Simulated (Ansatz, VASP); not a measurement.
**Ge: VASP beside Ansatz**

```xyz
2
Lattice="-2.4959 2.6509 1.4369 2.4959 -2.6509 1.4369 2.4959 2.6509 -1.4369" Properties=species:S:1:pos:R:3 pbc="T T T"
Ge    0.0000    1.3254    0.1841
Ge    2.4959    1.3254    1.2529
```

Alike in both runs: functional revPBE; k mesh 11 × 11 × 11; occupations fermi-dirac, width 0.05 eV; no spin polarisation.

|  | VASP | Ansatz |
| --- | --- | --- |
| version | VASP 6.6.1 | Ansatz 0.2.0 |
| potentials or method | VASP PAW PBE potentials, release 64 (Ge_d) | Ansatz PAW |
| plane-wave cutoff (eV) | 520 | 420 |
| valence electrons in the cell | 28 | 28 |
| task | single point | band structure |

Ansatz gave:

```
gap on the k mesh at the Fermi level (eV)                     : none
pressure (GPa)                                                : 2.4
traceless stress, the component that is largest in VASP (GPa) : 1.20
rms of the force components (eV/Å)                            : 0.032
```

Question: Which values does VASP return?

Answer: gap on the k mesh at the Fermi level (eV): none; pressure (GPa): 2.2; traceless stress, the component that is largest in VASP (GPa): 1.21; rms of the force components (eV/Å): 0.032.

VASP's potentials were made for PBE, not for revPBE. Atom by atom the forces differ by 0.000 eV/Å (rms over components). A gap of «none» marks a metal or a gap that the smearing closes.
